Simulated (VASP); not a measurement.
A run of VASP 6.6.1:

File INCAR:

```
SYSTEM = CdS
PREC     = Accurate       ! precision mode
ENCUT    = 520            ! plane-wave cutoff, eV
EDIFF    = 1E-6           ! SCF threshold, eV
ISMEAR   = -1             ! smearing method
SIGMA    = 0.05           ! smearing width, eV
LREAL    = .False.        ! projectors in reciprocal space
LASPH    = .True.         ! aspherical terms in the spheres
NELM     = 60             ! most SCF steps
ALGO     = Normal         ! electronic algorithm
ISIF     = 2              ! what is computed and relaxed
LWAVE    = .False.        ! write WAVECAR
LCHARG   = .True.         ! write CHGCAR
GGA      = PS             ! functional
LELF     = .True.         ! ELF
LVHAR    = .True.       
NBANDS   = 16             ! bands
```

Contents of KPOINTS:

```
Automatic mesh
0
Gamma
  6 6 6
  0 0 0
```

POSCAR

```
CdS
1.0
   -0.0437475000      2.9165000000      2.9165000000
    2.9165000000     -0.0437475000      2.9165000000
    2.8727525000      2.8727525000      0.0000000000
Cd S
1 1
Direct
    0.0000000000      0.0000000000      0.0000000000
    0.2500000000      0.2500000000      0.2500000000
```

Potentials or basis: VASP PAW PBE potentials, release 64 (Cd, S).

Command:

```sh
$ cat potpaw_PBE.64/Cd/POTCAR potpaw_PBE.64/S/POTCAR > POTCAR
$ mpirun -np 1 vasp_std > vasp.out
```

Hardware: 1 thread of Intel(R) Xeon(R) 6975P-C (Granite Rapids), with other jobs on the host.

Q: Estimate the wall time of this run.

A: Wall time 16 s on 1 thread of Intel(R) Xeon(R) 6975P-C (Granite Rapids), on a shared host, peak memory 0.19 GiB. Counts: scf iterations 13, k points 46.
